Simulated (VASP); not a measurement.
# KCl (Pm-3m) in VASP: notebook

The runs below take KCl through electric field gradients, with PBE.

Everything below comes from runs of VASP 6.6.1. Logs are shortened: lines on timing, memory, paths and dates and some standing lists are left out, and cuts for length are marked.

## (1) The cell of the first run

The structure is cubic, space group Pm-3m (No. 221). Conventional cell: a = 3.694 Å, b = 3.694 Å, c = 3.694 Å, α = 90.00°, β = 90.00°, γ = 90.00°. K (site symmetry m-3m) has 8 Cl at 3.20 Å and 6 K at 3.69 Å within 4.2 Å. Within 4.2 Å of Cl (site symmetry m-3m) lie 8 K at 3.20 Å and 6 Cl at 3.69 Å.

## (2) Electric field gradients, PBE (volume scaled by 1.05)

INCAR

```
PREC = Accurate ; ENCUT = 520
EDIFF = 1E-8 ; ISMEAR = -1
SIGMA = 0.01 ; LREAL = F
LASPH = T ; NELM = 80
ALGO = Normal ; ISIF = 2
LWAVE = F ; LCHARG = F
GGA = PE ; LEFG = T
NBANDS = 15
```

KPOINTS

```
regular mesh
0
Gamma
  7 7 7
```

POSCAR

```
KCl
1.0
    3.6935843607      0.0000000000      0.0000000000
    0.0000000000      3.6935843607      0.0000000000
    0.0000000000      0.0000000000      3.6935843607
K Cl
1 1
Direct
    0.0000000000      0.0000000000      0.0000000000
    0.5000000000      0.5000000000      0.5000000000
```

Potentials or basis: VASP PAW PBE potentials, release 64 (K_sv, Cl).

Started as:

```
$ cat potpaw_PBE.64/K_sv/POTCAR potpaw_PBE.64/Cl/POTCAR > POTCAR
$ mpirun -np 1 vasp_std > vasp.out
```

OUTCAR:

```text
PREC = Accurate
   ENCUT = 520
   EDIFF = 1E-8
   ISMEAR = -1
   LREAL = F
   LASPH = T
   NELM = 80
   ISIF = 2
   GGA = PE

 ion  position               nearest neighbor table
   1  0.000  0.000  0.000-   2 3.20   2 3.20   2 3.20   2 3.20   2 3.20   2 3.20   2 3.20   2 3.20

   2  0.500  0.500  0.500-   1 3.20   1 3.20   1 3.20   1 3.20   1 3.20   1 3.20   1 3.20   1 3.20

  LATTYP: Found a simple cubic cell.
 ALAT       =     3.6935843607

  Lattice vectors:

 A1 = (   3.6935843607,   0.0000000000,   0.0000000000)
 A2 = (   0.0000000000,   3.6935843607,   0.0000000000)
 A3 = (   0.0000000000,   0.0000000000,   3.6935843607)

Analysis of symmetry for initial positions (statically):
=====================================================================
 Subroutine PRICEL returns:
 Original cell was already a primitive cell.

 Routine SETGRP: Setting up the symmetry group for a
 simple cubic supercell.

 Subroutine GETGRP returns: Found 48 space group operations
 (whereof 48 operations were pure point group operations)
 out of a pool of 48 trial point group operations.

The static configuration has the point symmetry O_h .

Analysis of symmetry for dynamics (positions and initial velocities):
=====================================================================
 Subroutine PRICEL returns:
 Original cell was already a primitive cell.

 Routine SETGRP: Setting up the symmetry group for a
 simple cubic supercell.

 Subroutine GETGRP returns: Found 48 space group operations
 (whereof 48 operations were pure point group operations)
 out of a pool of 48 trial point group operations.

The dynamic configuration has the point symmetry O_h .

 Subroutine INISYM returns: Found 48 space group operations
 (whereof 48 operations are pure point group operations),
 and found     1 'primitive' translations

----------------------------------------------------------------------------------------

                                     Primitive cell

  volume of cell :      50.3900

  direct lattice vectors                    reciprocal lattice vectors
     3.693584361  0.000000000  0.000000000     0.270739721  0.000000000  0.000000000
     0.000000000  3.693584361  0.000000000     0.000000000  0.270739721  0.000000000
     0.000000000  0.000000000  3.693584361     0.000000000  0.000000000  0.270739721

  length of vectors
     3.693584361  3.693584361  3.693584361     0.270739721  0.270739721  0.270739721
[... 130 lines left out ...]

 k-point     1 :       0.0000    0.0000    0.0000
  band No.  band energies     occupation
      1     -28.0993      2.00000
      2     -13.0236      2.00000
      3     -11.4596      2.00000
      4     -11.4596      2.00000
      5     -11.4596      2.00000
      6      -0.4451      2.00000
      7      -0.4451      2.00000
      8      -0.4451      2.00000
      9       5.1052      0.00000
     10       6.2243      0.00000
     11       6.2243      0.00000
     12      10.7250      0.00000
     13      10.7250      0.00000
     14      10.7250      0.00000
[... 329 lines left out ...]
      2     -12.5203      2.00000
      3     -11.6841      2.00000
      4     -11.6838      2.00000
      5     -11.6838      2.00000
      6      -1.7568      2.00000
      7      -1.7568      2.00000
      8      -1.7020      2.00000
      9       8.4858      0.00000
     10       8.8286      0.00000
     11       8.8286      0.00000
     12      10.1620      0.00000
     13      10.2243      0.00000
     14      10.2243      0.00000
     15      12.7214      0.00000

------------------------ aborting loop because EDIFF is reached ----------------------------------------

  FORCE on cell =-STRESS in cart. coord.  units (eV):
  Direction    XX          YY          ZZ          XY          YZ          ZX
  --------------------------------------------------------------------------------------
  -------------------------------------------------------------------------------------
  Total        0.8861910      0.8861910      0.8861910      0.0000000     -0.0000000     -0.0000000
  in kB       28.1769400     28.1769400     28.1769400      0.0000000     -0.0000000     -0.0000000
  external PRESSURE =      28.1769400 kB  Pullay stress =       0.0000000 kB

 VOLUME and BASIS-vectors are now :
 -----------------------------------------------------------------------------
  energy-cutoff  :      520.00
  volume of cell :       50.39
      direct lattice vectors                 reciprocal lattice vectors
     3.693584361  0.000000000  0.000000000     0.270739721  0.000000000  0.000000000
     0.000000000  3.693584361  0.000000000     0.000000000  0.270739721  0.000000000
     0.000000000  0.000000000  3.693584361     0.000000000  0.000000000  0.270739721

 POSITION                                       TOTAL-FORCE (eV/Angst)
 -----------------------------------------------------------------------------------
      0.00000      0.00000      0.00000         0.000000      0.000000      0.000000
      1.84679      1.84679      1.84679         0.000000      0.000000      0.000000
 -----------------------------------------------------------------------------------
    total drift:                               -0.000000      0.000000      0.000000

  FREE ENERGIE OF THE ION-ELECTRON SYSTEM (eV)
  ---------------------------------------------------
  free  energy   TOTEN  =        -6.6054212258 eV

  energy  without entropy=       -6.6054212258  energy(sigma->0) =       -6.60542123

 Electric field gradients (V/A^2)
---------------------------------------------------------------------
 ion       V_xx      V_yy      V_zz      V_xy      V_xz      V_yz
---------------------------------------------------------------------
   1       0.000     0.000     0.000    -0.000     0.000    -0.000
   2      -0.000    -0.000    -0.000     0.000     0.000    -0.000
---------------------------------------------------------------------

 Electric field gradients after diagonalization (V/A^2)
 (convention: |V_zz| > |V_xx| > |V_yy|)
----------------------------------------------------------------------
 ion       V_xx      V_yy      V_zz     asymmetry (V_yy - V_xx)/ V_zz
----------------------------------------------------------------------
   1       0.000     0.000     0.000      -0.104
   2      -0.000    -0.000    -0.000      -0.074
----------------------------------------------------------------------

           NMR quadrupolar parameters

 Cq : quadrupolar parameter    Cq=e*Q*V_zz/h
 eta: asymmetry parameters     (V_yy - V_xx)/ V_zz
 Q  : nuclear electric quadrupole moment in mb (millibarn)
----------------------------------------------------------------------
 ion       Cq(MHz)       eta       Q (mb)
----------------------------------------------------------------------
   1       0.000      -0.104       1.000
   2      -0.000      -0.074       1.000
----------------------------------------------------------------------
```

OSZICAR:

```text
N       E                     dE             d eps       ncg     rms          rms(c)
DAV:   1     0.107037695179E+03    0.10704E+03   -0.72979E+03   600   0.980E+02
DAV:   2    -0.129817463022E+01   -0.10834E+03   -0.98273E+02   775   0.254E+02
DAV:   3    -0.671925169278E+01   -0.54211E+01   -0.53924E+01   819   0.503E+01
DAV:   4    -0.689276581271E+01   -0.17351E+00   -0.17348E+00   885   0.834E+00
DAV:   5    -0.689438368651E+01   -0.16179E-02   -0.16179E-02   839   0.881E-01    0.339E+00
DAV:   6    -0.663438510916E+01    0.26000E+00   -0.27489E-01   726   0.329E+00    0.284E+00
DAV:   7    -0.660308112964E+01    0.31304E-01   -0.88918E-02   796   0.203E+00    0.166E+00
DAV:   8    -0.660520920663E+01   -0.21281E-02   -0.15946E-02   812   0.100E+00    0.204E-01
DAV:   9    -0.660521195049E+01   -0.27439E-05   -0.63042E-04   796   0.178E-01    0.990E-02
DAV:  10    -0.660542383147E+01   -0.21188E-03   -0.28616E-04   649   0.136E-01    0.272E-02
DAV:  11    -0.660542077025E+01    0.30612E-05   -0.11910E-05   846   0.256E-02    0.890E-03
DAV:  12    -0.660542128855E+01   -0.51830E-06   -0.61649E-07   685   0.662E-03    0.180E-03
DAV:  13    -0.660542122450E+01    0.64049E-07   -0.89273E-08   783   0.250E-03    0.400E-04
DAV:  14    -0.660542120120E+01    0.23299E-07   -0.59145E-09   603   0.616E-04    0.921E-05
DAV:  15    -0.660542122883E+01   -0.27630E-07   -0.10663E-09   510   0.247E-04    0.642E-05
DAV:  16    -0.660542122580E+01    0.30316E-08   -0.26829E-10   384   0.116E-04
   1 F= -.66054212E+01 E0= -.66054212E+01  d E =-.574866E-11
```

stdout:

```text
POSCAR found type information on POSCAR K Cl
 POSCAR found :  2 types and       2 ions
 scaLAPACK will be used
 LDA part: xc-table for (Slater+PW92), standard interpolation
 POSCAR, INCAR and KPOINTS ok, starting setup
 FFT: planning ... GRIDC
 FFT: planning ... GRID_SOFT
 FFT: planning ... GRID
 WAVECAR not read
 entering main loop
ion   1

ion   2
```

Wall time 9 s (1 thread of Intel Xeon Platinum 8488C (Sapphire Rapids), shared host); peak memory 0.15 GiB.

Results:

* Free energy: -6.6054 eV
* Pressure: 2.8 GPa
* Band gap on the k mesh: 5.35 eV, indirect (least direct gap 5.55 eV)

Caveat: without QUAD_EFG the Cq values of the log hold for a quadrupole moment of 1 mb, not for the nuclei. A k mesh can miss the band edges.

## (3) Electric field gradients, PBE (volume scaled by 0.95)

INCAR

```
ALGO     = Normal         # electronic algorithm
EDIFF    = 1E-8           # SCF threshold, eV
ENCUT    = 400            # plane-wave cutoff, eV
GGA      = PE             # functional
GGA_COMPAT= False        
ISIF     = 2              # what is computed and relaxed
ISMEAR   = -1             # smearing method
LASPH    = True           # aspherical terms in the spheres
LCHARG   = False          # write CHGCAR
LEFG     = True         
LREAL    = False          # projectors in reciprocal space
LWAVE    = False          # write WAVECAR
NBANDS   = 15             # bands
NELM     = 120            # most SCF steps
PREC     = Accurate       # precision mode
SIGMA    = 0.01           # smearing width, eV
```

KPOINTS

```
k-points
0
Gamma
  7 7 7
```

POSCAR

```
KCl
1.0
    3.5723948784      0.0000000000      0.0000000000
    0.0000000000      3.5723948784      0.0000000000
    0.0000000000      0.0000000000      3.5723948784
K Cl
1 1
Direct
    0.0000000000      0.0000000000      0.0000000000
    0.5000000000      0.5000000000      0.5000000000
```

Potentials or basis: VASP PAW PBE potentials, release 64 (K_sv, Cl).

Started as:

```
$ cat potpaw_PBE.64/K_sv/POTCAR potpaw_PBE.64/Cl/POTCAR > POTCAR
$ mpirun -np 1 vasp_std > vasp.out
```

OUTCAR:

```text
EDIFF = 1E-8
   ENCUT = 400
   GGA = PE
   ISIF = 2
   ISMEAR = -1
   LASPH = True
   LREAL = False
   NELM = 120
   PREC = Accurate

 ion  position               nearest neighbor table
   1  0.000  0.000  0.000-   2 3.09   2 3.09   2 3.09   2 3.09   2 3.09   2 3.09   2 3.09   2 3.09

   2  0.500  0.500  0.500-   1 3.09   1 3.09   1 3.09   1 3.09   1 3.09   1 3.09   1 3.09   1 3.09

  LATTYP: Found a simple cubic cell.
 ALAT       =     3.5723948784

  Lattice vectors:

 A1 = (   3.5723948784,   0.0000000000,   0.0000000000)
 A2 = (   0.0000000000,   3.5723948784,   0.0000000000)
 A3 = (   0.0000000000,   0.0000000000,   3.5723948784)

Analysis of symmetry for initial positions (statically):
=====================================================================
 Subroutine PRICEL returns:
 Original cell was already a primitive cell.

 Routine SETGRP: Setting up the symmetry group for a
 simple cubic supercell.

[... 542 lines left out ...]
      direct lattice vectors                 reciprocal lattice vectors
     3.572394878  0.000000000  0.000000000     0.279924262  0.000000000  0.000000000
     0.000000000  3.572394878  0.000000000     0.000000000  0.279924262  0.000000000
     0.000000000  0.000000000  3.572394878     0.000000000  0.000000000  0.279924262

 POSITION                                       TOTAL-FORCE (eV/Angst)
 -----------------------------------------------------------------------------------
      0.00000      0.00000      0.00000         0.000000      0.000000      0.000000
      1.78620      1.78620      1.78620         0.000000      0.000000      0.000000
 -----------------------------------------------------------------------------------
    total drift:                                0.000000      0.000000     -0.000000

  FREE ENERGIE OF THE ION-ELECTRON SYSTEM (eV)
  ---------------------------------------------------
  free  energy   TOTEN  =        -6.4654158291 eV

  energy  without entropy=       -6.4654158291  energy(sigma->0) =       -6.46541583

 Electric field gradients (V/A^2)
---------------------------------------------------------------------
 ion       V_xx      V_yy      V_zz      V_xy      V_xz      V_yz
---------------------------------------------------------------------
   1      -0.000    -0.000    -0.000    -0.000    -0.000    -0.000
   2       0.000     0.000     0.000    -0.000     0.000     0.000
---------------------------------------------------------------------

 Electric field gradients after diagonalization (V/A^2)
 (convention: |V_zz| > |V_xx| > |V_yy|)
----------------------------------------------------------------------
 ion       V_xx      V_yy      V_zz     asymmetry (V_yy - V_xx)/ V_zz
----------------------------------------------------------------------
   1      -0.000    -0.000    -0.000      -0.061
   2       0.000     0.000     0.000      -0.506
----------------------------------------------------------------------

           NMR quadrupolar parameters

 Cq : quadrupolar parameter    Cq=e*Q*V_zz/h
 eta: asymmetry parameters     (V_yy - V_xx)/ V_zz
 Q  : nuclear electric quadrupole moment in mb (millibarn)
----------------------------------------------------------------------
 ion       Cq(MHz)       eta       Q (mb)
----------------------------------------------------------------------
   1      -0.000      -0.061       1.000
   2       0.000      -0.506       1.000
----------------------------------------------------------------------
```

OSZICAR:

```text
N       E                     dE             d eps       ncg     rms          rms(c)
DAV:   1     0.836675133360E+02    0.83668E+02   -0.63660E+03   600   0.814E+02
DAV:   2    -0.284421554689E+01   -0.86512E+02   -0.82032E+02   754   0.228E+02
DAV:   3    -0.663634000341E+01   -0.37921E+01   -0.37792E+01   847   0.417E+01
DAV:   4    -0.674125922192E+01   -0.10492E+00   -0.10491E+00   857   0.681E+00
DAV:   5    -0.674210234595E+01   -0.84312E-03   -0.84312E-03   882   0.611E-01    0.405E+00
DAV:   6    -0.649276333048E+01    0.24934E+00   -0.25761E-01   733   0.344E+00    0.337E+00
DAV:   7    -0.646307347314E+01    0.29690E-01   -0.91185E-02   789   0.213E+00    0.190E+00
DAV:   8    -0.646531225995E+01   -0.22388E-02   -0.15851E-02   762   0.100E+00    0.246E-01
DAV:   9    -0.646523997908E+01    0.72281E-04   -0.48502E-04   824   0.157E-01    0.938E-02
DAV:  10    -0.646541847029E+01   -0.17849E-03   -0.24481E-04   670   0.123E-01    0.281E-02
DAV:  11    -0.646541676491E+01    0.17054E-05   -0.51853E-06   833   0.164E-02    0.110E-02
DAV:  12    -0.646541571013E+01    0.10548E-05   -0.26474E-06   656   0.124E-02    0.251E-03
DAV:  13    -0.646541583599E+01   -0.12585E-06   -0.10281E-07   861   0.260E-03    0.121E-03
DAV:  14    -0.646541582912E+01    0.68699E-08   -0.59648E-08   621   0.188E-03
   1 F= -.64654158E+01 E0= -.64654158E+01  d E =-.210029E-12
```

stdout:

```text
POSCAR found type information on POSCAR K Cl
 POSCAR found :  2 types and       2 ions
 scaLAPACK will be used
 LDA part: xc-table for (Slater+PW92), standard interpolation
 POSCAR, INCAR and KPOINTS ok, starting setup
 FFT: planning ... GRIDC
 FFT: planning ... GRID_SOFT
 FFT: planning ... GRID
 WAVECAR not read
 entering main loop
ion   1

ion   2
```

It took 14 s on 1 thread of Intel Xeon 8259CL, shared host; peak memory 0.14 GiB.

Results:

```yaml
Free_energy: -6.4654 eV
Pressure: 6.8 GPa
Band_gap_on_the_k_mesh: 5.90 eV, indirect (least direct gap 6.11 eV)
```

Caveat: without QUAD_EFG the Cq values of the log hold for a quadrupole moment of 1 mb, not for the nuclei. A k mesh can miss the band edges.
